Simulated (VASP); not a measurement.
# SiC (F-43m) in VASP: further runs

The runs below take SiC through single point, relaxation of cell and atoms, with r2SCAN, PBE, HSE06.

Everything below comes from runs of VASP 6.6.1. Logs are shortened: lines on timing, memory, paths and dates and some standing lists are left out, and cuts for length are marked.

### 1 The cell of the first run

Symmetry: F-43m, No. 216, cubic system. Conventional cell: a = 4.356 Å, b = 4.356 Å, c = 4.356 Å, α = 90.00°, β = 90.00°, γ = 90.00°. Within 2.5 Å of Si (site symmetry -43m) lie 4 C at 1.89 Å. C (site symmetry -43m) has 4 Si at 1.89 Å within 2.5 Å.

### 2 Single point, r2SCAN

The input, POSCAR:

```
SiC
1.0
    0.0000000000      2.1780523469      2.1780523469
    2.1780523469      0.0000000000      2.1780523469
    2.1780523469      2.1780523469      0.0000000000
Si C
1 1
Direct
    0.0000000000      0.0000000000      0.0000000000
    0.2500000000      0.2500000000      0.2500000000
```

The input, INCAR.step1:

```
  PREC = Accurate
  ENCUT = 520
  ISMEAR = -1
  SIGMA = 0.02
  LREAL = False
  LASPH = True
  NELM = 60
  NBANDS = 11
  GGA = PE
  ALGO = Normal
  EDIFF = 1E-4
  LWAVE = True
  LCHARG = False
```

The input, INCAR.step2:

```
  PREC = Accurate
  ENCUT = 520
  EDIFF = 1E-6
  ISMEAR = -1
  SIGMA = 0.02
  LREAL = False
  LASPH = True
  NELM = 60
  ALGO = Normal
  ISIF = 2
  LWAVE = False
  LCHARG = False
  METAGGA = R2SCAN
  LMIXTAU = True
  NBANDS = 11
  ISTART = 1
```

The input, KPOINTS:

```
regular mesh
0
Gamma
  10 10 10
```

Potentials or basis: VASP PAW PBE potentials, release 64 (Si, C).

Run with:

```console
$ cat potpaw_PBE.64/Si/POTCAR potpaw_PBE.64/C/POTCAR > POTCAR
$ cp INCAR.step1 INCAR
$ mpirun -np 1 vasp_std > vasp.out
$ cp INCAR.step2 INCAR
$ mpirun -np 1 vasp_std > vasp.out
```

OUTCAR:

```text
PREC = Accurate
   ENCUT = 520
   EDIFF = 1E-6
   ISMEAR = -1
   LREAL = False
   LASPH = True
   NELM = 60
   ISIF = 2
   METAGGA = R2SCAN
   ISTART = 1

 ion  position               nearest neighbor table
   1  0.000  0.000  0.000-   2 1.89   2 1.89   2 1.89   2 1.89
   2  0.250  0.250  0.250-   1 1.89   1 1.89   1 1.89   1 1.89

  LATTYP: Found a face centered cubic cell.
 ALAT       =     4.3561046938

  Lattice vectors:

 A1 = (   0.0000000000,   2.1780523469,   2.1780523469)
 A2 = (   2.1780523469,   0.0000000000,   2.1780523469)
 A3 = (   2.1780523469,   2.1780523469,   0.0000000000)

Analysis of symmetry for initial positions (statically):
=====================================================================
 Subroutine PRICEL returns:
 Original cell was already a primitive cell.

 Routine SETGRP: Setting up the symmetry group for a
 face centered cubic supercell.

 Subroutine GETGRP returns: Found 24 space group operations
 (whereof 24 operations were pure point group operations)
 out of a pool of 48 trial point group operations.

The static configuration has the point symmetry T_d .

Analysis of symmetry for dynamics (positions and initial velocities):
=====================================================================
 Subroutine PRICEL returns:
 Original cell was already a primitive cell.

 Routine SETGRP: Setting up the symmetry group for a
 face centered cubic supercell.

 Subroutine GETGRP returns: Found 24 space group operations
 (whereof 24 operations were pure point group operations)
 out of a pool of 48 trial point group operations.

The dynamic configuration has the point symmetry T_d .

 Subroutine INISYM returns: Found 24 space group operations
 (whereof 24 operations are pure point group operations),
 and found     1 'primitive' translations

----------------------------------------------------------------------------------------

                                     Primitive cell

  volume of cell :      20.6650

  direct lattice vectors                    reciprocal lattice vectors
     0.000000000  2.178052347  2.178052347    -0.229562894  0.229562894  0.229562894
     2.178052347  0.000000000  2.178052347     0.229562894 -0.229562894  0.229562894
     2.178052347  2.178052347  0.000000000     0.229562894  0.229562894 -0.229562894

  length of vectors
     3.080231169  3.080231169  3.080231169     0.397614596  0.397614596  0.397614596

  position of ions in fractional coordinates (direct lattice)
     0.000000000  0.000000000  0.000000000
     0.250000000  0.250000000  0.250000000

  ion indices of the primitive-cell ions
   primitive index   ion index
                 1           1
                 2           2

----------------------------------------------------------------------------------------

 KPOINTS: regular mesh

Automatic generation of k-mesh.
 Grid dimensions read from file:
 generate k-points for:   10   10   10

 Generating k-lattice:

  Cartesian coordinates                     Fractional coordinates (reciprocal lattice)
    -0.022956289  0.022956289  0.022956289     0.100000000  0.000000000  0.000000000
     0.022956289 -0.022956289  0.022956289     0.000000000  0.100000000  0.000000000
     0.022956289  0.022956289 -0.022956289     0.000000000  0.000000000  0.100000000

  Length of vectors
     0.039761460  0.039761460  0.039761460

  Shift w.r.t. Gamma in fractional coordinates (k-lattice)
     0.000000000  0.000000000  0.000000000

 Subroutine IBZKPT returns following result:
 ===========================================

 Found     47 irreducible k-points:

 Following reciprocal coordinates:
            Coordinates               Weight
  0.000000  0.000000  0.000000      1.000000
  0.100000  0.000000  0.000000      8.000000
  0.200000  0.000000  0.000000      8.000000
  0.300000  0.000000  0.000000      8.000000
  0.400000  0.000000  0.000000      8.000000
  0.500000  0.000000  0.000000      4.000000
[... 16 lines left out ...]
  0.300000  0.300000  0.000000      6.000000
  0.400000  0.300000  0.000000     24.000000
 [... further k-points ...]
   k-points           NKPTS =     47   k-points in BZ     NKDIM =     47   number of bands    NBANDS=     11
   number of dos      NEDOS =    301   number of ions     NIONS =      2
   total plane-waves  NPLWV =  13824
   dimension x,y,z NGX =    24 NGY =   24 NGZ =   24
   dimension x,y,z NGXF=    48 NGYF=   48 NGZF=   48
   ions per type =               1   1
   NGX,Y,Z   is equivalent  to a cutoff of  12.95, 12.95, 12.95 a.u.
   NGXF,Y,Z  is equivalent  to a cutoff of  25.91, 25.91, 25.91 a.u.
 SYSTEM =  unknown system
   PREC   = accura    normal or accurate (medium, high low for compatibility)
   ISTART =      1    job   : 0-new  1-cont  2-samecut
   ICHARG =      0    charge: 1-file 2-atom 10-const
   ISPIN  =      1    spin polarized calculation?
   LNONCOLLINEAR =      F non collinear calculations
   LSORBIT =      F    spin-orbit coupling
   LASPH  =      T    aspherical Exc in radial PAW
   ENCUT  =  520.0 eV  38.22 Ry    6.18 a.u.   5.73  5.73  5.73*2*pi/ulx,y,z
   NELM   =     60;   NELMIN=  2; NELMDL=  0     # of ELM steps
   EDIFF  = 0.1E-05   stopping-criterion for ELM
   LREAL  =      F    real-space projection
   EDIFFG = 0.1E-04   stopping-criterion for IOM
   NSW    =      0    number of steps for IOM
   IBRION =     -1    ionic relax: 0-MD 1-quasi-New 2-CG
   NFREE  =      0    steps in history (QN), initial steepest desc. (CG)
   ISIF   =      2    stress and relaxation
   ISYM   =      2    0-nonsym 1-usesym 2-fastsym
   POTIM  = 0.5000    time-step for ionic-motion
   TEBEG  =    0.0;   TEEND  =   0.0 temperature during run
   PSTRESS=    0.0 pullay stress
   NELECT =       8.0000    total number of electrons
   NUPDOWN=      -1.0000    fix difference up-down
   EMIN   =  10.00;   EMAX   =-10.00  energy-range for DOS
   EFERMI =   0.00;   METHOD = LEGACY
   ISMEAR =    -1;   SIGMA  =   0.02  broadening in eV -4-tet -1-fermi 0-gaus
   EFERMI_NEDOS =   21; number of points for ismear=-14 and -15
   IALGO  =     38    algorithm
   IMIX   =      4    mixing-type and parameters
     AMIX     =   0.40;   BMIX     =  1.00
     AMIX_MAG =   1.60;   BMIX_MAG =  1.00
  volume/ion in A,a.u.               =      10.33        69.73
  Fermi-wavevector in a.u.,A,eV,Ry     =   1.193145  2.254717 19.369182  1.423595
  Thomas-Fermi vector in A             =   2.329166
   LORBIT       =      0    0 simple, 1 ext, 2 COOP (PROOUT), +10 PAW based schemes
   METAGGA = R2SCAN    functional components
   LHFCALC =     F    Hartree Fock is set to
   AEXX    =    0.0000 exact exchange contribution
   IVDW    =     0    specifies the selected vdW correction
   LEPSILON=     F    determine dielectric tensor
   LRPA    =     F    only Hartree local field effects (RPA)
 non-spin polarized calculation
  energy-cutoff  :      520.00
  volume of cell :       20.66
 maximum number of plane-waves:       568
   NGX = 11   NGY = 11   NGZ = 11

 number of electron       8.0000001 magnetization

 Free energy of the ion-electron system (eV)
  ---------------------------------------------------
  ext. energy  EPLUGINS =         0.00000000
  ---------------------------------------------------
  free energy    TOTEN  =       -19.32696622 eV

  energy without entropy =      -19.32696622  energy(sigma->0) =      -19.32696622

 E-fermi :   8.3653     XC(G=0): -11.9402

 val. band max:        7.9968787620   @ k =   0.0000   0.0000   0.0000
 cond. band min:       9.7211767596   @ k =   0.5000   0.5000   0.0000
 fundamental gap:      1.7242979976
 Fermi energy:         8.3653421913

 k-point     1 :       0.0000    0.0000    0.0000
  band No.  band energies     occupation
      1      -8.1931      2.00000
      2       7.9969      2.00000
      3       7.9969      2.00000
      4       7.9969      2.00000
      5      14.8473      0.00000
      6      15.8554      0.00000
      7      15.8554      0.00000
      8      15.8554      0.00000
      9      23.2134      0.00000
     10      23.2134      0.00000
     11      25.7822      0.00000

 k-point     2 :       0.1000    0.0000    0.0000
  band No.  band energies     occupation
      1      -7.9905      2.00000
      2       6.9479      2.00000
      3       7.8570      2.00000
      4       7.8570      2.00000
      5      15.0983      0.00000
      6      16.1144      0.00000
      7      16.1144      0.00000
      8      16.2016      0.00000
      9      22.2765      0.00000
     10      22.2765      0.00000
     11      25.4001      0.00000

 k-point     3 :       0.2000    0.0000    0.0000
  band No.  band energies     occupation
      1      -7.3926      2.00000
      2       4.7376      2.00000
      3       7.5350      2.00000
      4       7.5350      2.00000
      5      14.7866      0.00000
      6      16.4945      0.00000
      7      16.4946      0.00000
      8      17.5494      0.00000
      9      21.6127      0.00000
     10      21.6127      0.00000
     11      24.4505      0.00000

 k-point     4 :       0.3000    0.0000    0.0000
  band No.  band energies     occupation
      1      -6.4407      2.00000
      2       2.3315      2.00000
      3       7.2021      2.00000
      4       7.2022      2.00000
      5      14.3710      0.00000
      6      16.3380      0.00000
      7      16.3381      0.00000
      8      18.6248      0.00000
      9      22.5177      0.00000
     10      22.5177      0.00000
     11      24.1990      0.00000

 k-point     5 :       0.4000    0.0000    0.0000
  band No.  band energies     occupation
      1      -5.2790      2.00000
      2       0.2158      2.00000
      3       6.9710      2.00000
      4       6.9710      2.00000
      5      14.0948      0.00000
      6      15.9322      0.00000
      7      15.9323      0.00000
      8      18.9482      0.00000
      9      24.6023      0.00000
     10      24.6023      0.00000
     11      24.8853      0.00000
[... 211 lines left out ...]
 k-point    21 :      -0.3000    0.2000    0.0000
  band No.  band energies     occupation
      1      -5.0412      2.00000
      2       1.3232      2.00000
      3       4.0508      2.00000
      4       6.7691      2.00000
      5      14.1370      0.00000
      6      16.9445      0.00000
      7      17.3836      0.00000
      8      19.1335      0.00000
      9      21.4853      0.00000
     10      24.5481      0.00000
     11      28.2300      0.00000

 k-point    22 :      -0.2000    0.2000    0.0000
  band No.  band energies     occupation
      1      -6.1206      2.00000
      2       2.9793      2.00000
      3       4.6710      2.00000
      4       7.3160      2.00000
      5      15.1550      0.00000
      6      16.6796      0.00000
      7      16.9938      0.00000
      8      17.9107      0.00000
      9      20.1940      0.00000
     10      24.5014      0.00000
     11      28.2622      0.00000

 k-point    23 :       0.3000    0.3000    0.0000
  band No.  band energies     occupation
      1      -5.8440      2.00000
      2       3.4281      2.00000
      3       5.5247      2.00000
      4       5.5247      2.00000
      5      11.6163      0.00000
      6      14.1481      0.00000
      7      20.3969      0.00000
      8      20.3969      0.00000
      9      21.3748      0.00000
     10      25.9697      0.00000
     11      30.9260      0.00000

 k-point    24 :       0.4000    0.3000    0.0000
  band No.  band energies     occupation
      1      -4.9555      2.00000
      2       2.1596      2.00000
      3       4.7228      2.00000
      4       5.2489      2.00000
      5      11.2952      0.00000
      6      14.1637      0.00000
      7      20.5099      0.00000
      8      20.8127      0.00000
      9      22.8562      0.00000
     10      27.0947      0.00000
     11      30.5127      0.00000

 [... further k-points ...]
[... 5 lines left out ...]
  --------------------------------------------------------------------------------------
  -------------------------------------------------------------------------------------
  Total       -0.0175355     -0.0175355     -0.0175355     -0.0000000      0.0000000     -0.0000000
  in kB       -1.3595425     -1.3595425     -1.3595425     -0.0000000      0.0000000     -0.0000000
  external PRESSURE =      -1.3595425 kB  Pullay stress =       0.0000000 kB

 VOLUME and BASIS-vectors are now :
 -----------------------------------------------------------------------------
  energy-cutoff  :      520.00
  volume of cell :       20.66
      direct lattice vectors                 reciprocal lattice vectors
     0.000000000  2.178052347  2.178052347    -0.229562894  0.229562894  0.229562894
     2.178052347  0.000000000  2.178052347     0.229562894 -0.229562894  0.229562894
     2.178052347  2.178052347  0.000000000     0.229562894  0.229562894 -0.229562894

 POSITION                                       TOTAL-FORCE (eV/Angst)
 -----------------------------------------------------------------------------------
      0.00000      0.00000      0.00000         0.000000      0.000000      0.000000
      1.08903      1.08903      1.08903        -0.000000     -0.000000     -0.000000
 -----------------------------------------------------------------------------------
    total drift:                               -0.000001     -0.000001     -0.000001

  FREE ENERGIE OF THE ION-ELECTRON SYSTEM (eV)
  ---------------------------------------------------
  free  energy   TOTEN  =       -19.3269662153 eV

  energy  without entropy=      -19.3269662153  energy(sigma->0) =      -19.32696622
```

It took 18 s on 1 thread of Intel Xeon Platinum 8488C (Sapphire Rapids), shared host; peak memory 0.14 GiB.

What came out:

- Free energy: -19.3270 eV
- Pressure: -0.1 GPa
- Band gap on the k mesh: 1.72 eV, indirect (least direct gap 5.06 eV)

Levels at points of the mesh, in eV from the valence-band top:
| k point | band 2 | band 3 | band 4 | band 5 | band 6 | band 7 |
| --- | --- | --- | --- | --- | --- | --- |
| (0.00, 0.00, 0.00) | 0.00 | 0.00 | 0.00 | 6.85 | 7.86 | 7.86 |
| (0.50, 0.00, 0.00) | -8.83 | -1.11 | -1.11 | 6.00 | 7.76 | 7.76 |
| (0.50, 0.50, 0.00) | -8.05 | -3.34 | -3.34 | 1.72 | 4.83 | 15.15 |

Caveat: the PAW data sets were made with another functional, which shifts forces and pressure a little.

### 3 Single point, r2SCAN

POSCAR is that of step 2.

The input, INCAR.step1:

```
PREC = Accurate
ENCUT = 520
ISMEAR = 0
SIGMA = 0.01
LREAL = F
LASPH = T
NELM = 100
NBANDS = 11
GGA = PE
ALGO = Normal
EDIFF = 1E-4
LWAVE = T
LCHARG = F
```

The input, INCAR.step2:

```
PREC = Accurate
ENCUT = 520
EDIFF = 1E-6
ISMEAR = 0
SIGMA = 0.01
LREAL = F
LASPH = T
NELM = 100
ALGO = Normal
ISIF = 2
LWAVE = F
LCHARG = F
METAGGA = R2SCAN
LMIXTAU = T
NBANDS = 11
ISTART = 1
```

KPOINTS is that of step 2.

Potentials or basis: VASP PAW PBE potentials, release 64 (Si, C).

Run with:

```console
$ cat potpaw_PBE.64/Si/POTCAR potpaw_PBE.64/C/POTCAR > POTCAR
$ cp INCAR.step1 INCAR
$ mpirun -np 1 vasp_std > vasp.out
$ cp INCAR.step2 INCAR
$ mpirun -np 1 vasp_std > vasp.out
```

OUTCAR:

```text
PREC = Accurate
   ENCUT = 520
   EDIFF = 1E-6
   ISMEAR = 0
   LREAL = F
   LASPH = T
   NELM = 100
   ISIF = 2
   METAGGA = R2SCAN
   ISTART = 1

 ion  position               nearest neighbor table
   1  0.000  0.000  0.000-   2 1.89   2 1.89   2 1.89   2 1.89
   2  0.250  0.250  0.250-   1 1.89   1 1.89   1 1.89   1 1.89

  LATTYP: Found a face centered cubic cell.
 ALAT       =     4.3561046938

  Lattice vectors:

 A1 = (   0.0000000000,   2.1780523469,   2.1780523469)
 A2 = (   2.1780523469,   0.0000000000,   2.1780523469)
 A3 = (   2.1780523469,   2.1780523469,   0.0000000000)

Analysis of symmetry for initial positions (statically):
=====================================================================
 Subroutine PRICEL returns:
 Original cell was already a primitive cell.

 Routine SETGRP: Setting up the symmetry group for a
 face centered cubic supercell.

 Subroutine GETGRP returns: Found 24 space group operations
 (whereof 24 operations were pure point group operations)
 out of a pool of 48 trial point group operations.

The static configuration has the point symmetry T_d .

[... 169 lines left out ...]
      1      -8.1931      2.00000
      2       7.9969      2.00000
      3       7.9969      2.00000
      4       7.9969      2.00000
      5      14.8473      0.00000
      6      15.8554      0.00000
      7      15.8554      0.00000
      8      15.8554      0.00000
      9      23.2134      0.00000
     10      23.2134      0.00000
     11      25.7822      0.00000
[... 309 lines left out ...]
 k-point    24 :       0.4000    0.3000    0.0000
  band No.  band energies     occupation
      1      -4.9555      2.00000
      2       2.1596      2.00000
      3       4.7228      2.00000
      4       5.2489      2.00000
      5      11.2952      0.00000
      6      14.1637      0.00000
      7      20.5099      0.00000
      8      20.8127      0.00000
      9      22.8562      0.00000
     10      27.0947      0.00000
     11      30.5127      0.00000

 [... further k-points ...]

------------------------ aborting loop because EDIFF is reached ----------------------------------------

  FORCE on cell =-STRESS in cart. coord.  units (eV):
  Direction    XX          YY          ZZ          XY          YZ          ZX
  --------------------------------------------------------------------------------------
  -------------------------------------------------------------------------------------
  Total       -0.0175355     -0.0175355     -0.0175355     -0.0000000      0.0000000      0.0000000
  in kB       -1.3595426     -1.3595426     -1.3595426     -0.0000000      0.0000000      0.0000000
  external PRESSURE =      -1.3595426 kB  Pullay stress =       0.0000000 kB

 VOLUME and BASIS-vectors are now :
 -----------------------------------------------------------------------------
  energy-cutoff  :      520.00
  volume of cell :       20.66
      direct lattice vectors                 reciprocal lattice vectors
     0.000000000  2.178052347  2.178052347    -0.229562894  0.229562894  0.229562894
     2.178052347  0.000000000  2.178052347     0.229562894 -0.229562894  0.229562894
     2.178052347  2.178052347  0.000000000     0.229562894  0.229562894 -0.229562894

 POSITION                                       TOTAL-FORCE (eV/Angst)
 -----------------------------------------------------------------------------------
      0.00000      0.00000      0.00000        -0.000000     -0.000000     -0.000000
      1.08903      1.08903      1.08903         0.000000      0.000000      0.000000
 -----------------------------------------------------------------------------------
    total drift:                               -0.000001     -0.000001     -0.000001

  FREE ENERGIE OF THE ION-ELECTRON SYSTEM (eV)
  ---------------------------------------------------
  free  energy   TOTEN  =       -19.3269662148 eV

  energy  without entropy=      -19.3269662148  energy(sigma->0) =      -19.32696621
```

It took 18 s on 1 thread of Intel Xeon Platinum 8488C (Sapphire Rapids), shared host; peak memory 0.14 GiB.

Results:

| Item | Value |
| --- | --- |
| Free energy | -19.3270 eV |
| Pressure | -0.1 GPa |
| Band gap on the k mesh | 1.72 eV, indirect (least direct gap 5.06 eV) |

Caveat: the PAW data sets were made with another functional, which shifts forces and pressure a little. A k mesh can miss the band edges.

(Part 1 of 3 ends here.)
